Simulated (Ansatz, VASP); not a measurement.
## RuS2 in VASP and in Ansatz

Contents of POSCAR:

```
RuS2
1.0
    5.6106000000      0.0000000000      0.0000000000
    0.0000000000      5.6106000000      0.0000000000
    0.0000000000      0.0000000000      5.6106000000
Ru S
4 8
Direct
    0.0000000000      0.5000000000      0.5000000000
    0.5000000000      0.5000000000      0.0000000000
    0.5000000000      0.0000000000      0.5000000000
    0.0000000000      0.0000000000      0.0000000000
    0.3883100000      0.1116900000      0.8883100000
    0.1116900000      0.8883100000      0.3883100000
    0.8883100000      0.3883100000      0.1116900000
    0.6116900000      0.6116900000      0.6116900000
    0.6116900000      0.8883100000      0.1116900000
    0.8883100000      0.1116900000      0.6116900000
    0.1116900000      0.6116900000      0.8883100000
    0.3883100000      0.3883100000      0.3883100000
```

File INCAR.step1:

```
PREC = Accurate ; ENCUT = 520
ISMEAR = 0 ; SIGMA = 0.01
LREAL = False ; LASPH = True
NELM = 60 ; NBANDS = 64
GGA = PE ; ALGO = Normal
EDIFF = 1E-4 ; LWAVE = True
LCHARG = False
```

File INCAR.step2:

```
PREC = Accurate ; ENCUT = 520
EDIFF = 1E-7 ; ISMEAR = 0
SIGMA = 0.01 ; LREAL = False
LASPH = True ; NELM = 60
ALGO = Normal ; ISIF = 2
LWAVE = False ; LCHARG = False
METAGGA = R2SCAN ; LMIXTAU = True
NBANDS = 64 ; ISTART = 1
```

KPOINTS

```
Automatic mesh
0
Gamma
  4 4 4
```

input

```
crystal:
  lattice:
    - [5.6106, 0.0, 0.0]
    - [0.0, 5.6106, 0.0]
    - [0.0, 0.0, 5.6106]
  atoms:
    - { symbol: Ru, position: [0.0, 0.5, 0.5] }
    - { symbol: Ru, position: [0.5, 0.5, 0.0] }
    - { symbol: Ru, position: [0.5, 0.0, 0.5] }
    - { symbol: Ru, position: [0.0, 0.0, 0.0] }
    - { symbol: S, position: [0.38831, 0.11169, 0.88831] }
    - { symbol: S, position: [0.11169, 0.88831, 0.38831] }
    - { symbol: S, position: [0.88831, 0.38831, 0.11169] }
    - { symbol: S, position: [0.61169, 0.61169, 0.61169] }
    - { symbol: S, position: [0.61169, 0.88831, 0.11169] }
    - { symbol: S, position: [0.88831, 0.11169, 0.61169] }
    - { symbol: S, position: [0.11169, 0.61169, 0.88831] }
    - { symbol: S, position: [0.38831, 0.38831, 0.38831] }
kpoints:
  mp_grid: { grid: [4, 4, 4] }
  band_path:
    path:
      - [0.0, 0.0, 0.0]
      - [0.0, 0.5, 0.0]
      - [0.5, 0.5, 0.0]
      - [0.5, 0.5, 0.5]
      - [0.5, 0.0, 0.0]
      - [0.0, 0.0, 0.447917]
    npoints: 1
hamiltonian:
  xc: r2scan
scf:
  occupations: { method: fixed }
  n_extra_bands: 7
output:
  forces: true
  stress: true
  eigenvalues: true
```

Alike in both runs: functional r2SCAN; k mesh 4 × 4 × 4; no spin polarisation.

|  | VASP | Ansatz |
| --- | --- | --- |
| version | VASP 6.6.1 | Ansatz 0.2.0 |
| potentials or method | VASP PAW PBE potentials, release 64 (Ru_pv, S) | Ansatz PAW |
| plane-wave cutoff (eV) | 520 | 500 |
| occupations | gaussian, width 0.01 eV | fixed |
| valence electrons in the cell | 104 | 112 |
| task | single point | band structure |

```tsv
	VASP	Ansatz	Ansatz less VASP
gap on the k mesh at the Fermi level (eV)	0.94	0.94	+0.009
least direct gap on the mesh (eV)	1.18	1.19	+0.009
pressure (GPa)	2.0	2.2	+0.15
rms of the force components (eV/Å)	0.010	0.032	+0.0220
```

VASP's potentials were made for PBE, not for r2SCAN. Atom by atom the forces differ by 0.022 eV/Å (rms over components). VASP's potentials hold 104 valence electrons a cell and Ansatz's 112, so a difference there can come from the potentials and not from the codes.
